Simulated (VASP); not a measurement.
# GaAs: single point with PBE

The system is GaAs.

```
CELL_PARAMETERS angstrom
0.00000 2.72929 2.72929
2.72929 0.00000 2.72929
2.72929 2.72929 0.00000
ATOMIC_POSITIONS crystal
Ga 0.00000 0.00000 0.00000
As 0.25000 0.25000 0.25000
```

```yaml
Program: VASP 6.6.1
Task: single point
Functional: PBE
Potentials_or_basis: VASP PAW PBE potentials, release 64 (Ga_d, As)
Cutoff: 520 eV
k_mesh: 10 × 10 × 10
Occupations: gaussian, width 0.05 eV
Spin: no spin polarisation
```

The pressure is 13.6 GPa. The band gap on the k mesh is 1.24 eV (least direct gap 1.34 eV).

Levels at points of the mesh, in eV from the valence-band top:
```csv
k point,band 7,band 8,band 9,band 10,band 11,band 12
"(0.00, 0.00, 0.00)",0.00,0.00,0.00,1.34,3.74,3.74
"(0.50, 0.00, 0.00)",-7.26,-1.31,-1.31,1.31,4.65,4.65
"(0.50, 0.50, 0.00)",-7.35,-3.08,-3.08,1.24,1.57,11.03
```

Wall time 68 s on 1 thread of Intel Xeon 8259CL, with other jobs on the host, peak memory 0.19 GiB.

Caveat: the cell stands under pressure. A k mesh can miss the band edges.
